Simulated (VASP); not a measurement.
Here is a VASP 6.6.1 calculation.

Contents of INCAR:

```
PREC = Accurate
ENCUT = 520
EDIFF = 1E-6
ISMEAR = -1
SIGMA = 0.05
LREAL = Auto
LASPH = T
NELM = 100
ALGO = Normal
ISIF = 2
LWAVE = F
LCHARG = F
GGA = PE
NBANDS = 77
```

The input KPOINTS:

```
regular mesh
0
Gamma
  1 1 1
```

Contents of POSCAR:

```
H21C10N5O3
1.0
    8.0671430000      0.0000000000      0.0000000000
    0.0000000000      8.0671430000      0.0000000000
    0.0000000000      0.0000000000      8.0671430000
O H C N
3 21 10 5
Direct
    0.6974836073      0.3216132403      0.6375739218
    0.3812130267      0.5506038507      0.8671595384
    0.0136479544      0.2481547681      0.7718717767
    0.7689339336      0.3451531726      0.5411457315
    0.7102762403      0.3916132390      0.7252133748
    0.2704922920      0.4847069154      0.8700106097
    0.4307224999      0.5409102082      0.7622525100
   -0.0945440040      0.2672817378      0.8128528278
    0.0809952173      0.2757109921      0.8757995241
    0.5510625013     -0.0245440052      0.4234832580
    0.6163520344     -0.1350540086      0.2271560080
    0.7750823309     -0.0534018053      0.3978979919
    0.1878732037      1.0350380550      0.7150734777
    0.1024650239      1.0221214623      0.5171347527
    0.0149743224      0.8928191802      0.6524118886
    0.1180963322      0.3572888196      0.1609119858
   -0.0063715246      0.2317177221      0.3355710938
   -0.0370019473      0.4230617952      0.3087834194
    1.0302284216      0.8910961415      0.1798902040
    0.9838427309      0.7506250974      0.3539171179
    1.1274623494      0.6896245672      0.1987692545
    0.4654931740     -0.0969240287      0.8152328526
    0.5599132183      0.0893624918      0.7288329958
    0.6632211676     -0.0176642462      0.8848113886
    0.6477510068     -0.0353656803      0.3275756981
    0.6935912751      0.0896599949      0.2181193515
    0.1400123935      0.9402337358      0.6344625352
    0.2428245043      0.8050309757      0.5847919146
    0.0694669724      0.3458721384      0.3030688808
    0.2308252128      0.3720152227      0.3956419268
    1.0154772266      0.7604179076      0.2206233359
    0.8989799735      0.6787533083      0.0887674856
    0.5358526556      0.0187426949      0.8467929724
    0.4503081202      0.1136709737      0.9708517625
    0.7570214139      0.2009757358      0.1505241695
    0.3577102823      0.7416008369      0.5383814319
    0.3649123364      0.3761182862      0.4568655843
    0.8268850571      0.5936550276      0.0019337701
    0.3594209251      0.2034425323      1.0441366913
```

Potentials or basis: VASP PAW PBE potentials, release 64 (O, H, C, N).

Launch:

```bash
$ cat potpaw_PBE.64/O/POTCAR potpaw_PBE.64/H/POTCAR potpaw_PBE.64/C/POTCAR potpaw_PBE.64/N/POTCAR > POTCAR
$ mpirun -np 1 vasp_gam > vasp.out
```

(1) Predict the pressure.

(2) Estimate the largest force.

(3) What does it give for the band gap on the k mesh?

## Answers

(1) -0.1 GPa.

(2) 5.981 eV/Å.

(3) 4.20 eV.

Caveat: the k points lie up to 0.78 Å⁻¹ apart; the atoms stand as in a frame of molecular dynamics.
